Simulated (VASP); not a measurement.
Here is a VASP 6.6.1 calculation.

Contents of POSCAR:

```
AlCo
1.0
    2.8194032100      0.0000000000      0.0000000000
    0.0000000000      2.8194032100      0.0000000000
    0.0000000000      0.0000000000      2.8194032100
Co Al
1 1
Direct
    0.5000000000      0.5000000000      0.5000000000
    0.0000000000      0.0000000000      0.0000000000
```

File INCAR.step1:

```
SYSTEM = AlCo
  ALGO = Normal
  EDIFF = 1E-6
  ENCUT = 310
  GGA = CA
  GGA_COMPAT = .False.
  ISMEAR = 1
  ISPIN = 2
  LASPH = .True.
  LCHARG = .True.
  LDAU = .True.
  LDAUJ = 0 0
  LDAUL = 2 -1
  LDAUTYPE = 2
  LDAUU = 5 0
  LMAXMIX = 4
  LORBIT = 11
  LREAL = .False.
  LWAVE = .False.
  MAGMOM = 2 0
  NBANDS = 28
  NELM = 200
  PREC = Accurate
  SIGMA = 0.1
```

Contents of KPOINTS.step1:

```
k-points
0
Gamma
  11 11 11
```

INCAR.step2

```
SYSTEM = AlCo
  ALGO = Normal
  EDIFF = 1E-6
  EMAX = 18.1309
  EMIN = -6.8691
  ENCUT = 310
  GGA = CA
  GGA_COMPAT = .False.
  ICHARG = 11
  ISMEAR = -5
  ISPIN = 2
  LASPH = .True.
  LCHARG = .False.
  LDAU = .True.
  LDAUJ = 0 0
  LDAUL = 2 -1
  LDAUTYPE = 2
  LDAUU = 5 0
  LMAXMIX = 4
  LORBIT = 11
  LREAL = .False.
  LWAVE = .False.
  MAGMOM = 2 0
  NBANDS = 28
  NEDOS = 2001
  NELM = 200
  PREC = Accurate
```

File KPOINTS.step2:

```
Automatic mesh
0
Gamma
  13 13 13
  0 0 0
```

Potentials or basis: VASP PAW LDA potentials, release 64 (Co, Al).

Run with:

```bash
$ cat potpaw_LDA.64/Co/POTCAR potpaw_LDA.64/Al/POTCAR > POTCAR
$ cp INCAR.step1 INCAR
$ cp KPOINTS.step1 KPOINTS
$ mpirun -np 1 vasp_std > vasp.out
$ cp INCAR.step2 INCAR
$ cp KPOINTS.step2 KPOINTS
$ mpirun -np 1 vasp_std > vasp.out
```

**Question.** Predict the site moments.

**Answer.** Co +0.65; Al -0.04 μB.

**Question.** Predict the density of states at the Fermi level.

**Answer.** 0.42 states/eV/atom.

**Question.** What does it give for the net moment?

**Answer.** 0.48 μB per cell.

Caveat: the U is typed as a test and isn't derived for this compound. The state reached can hang on the start; a lower one may exist.
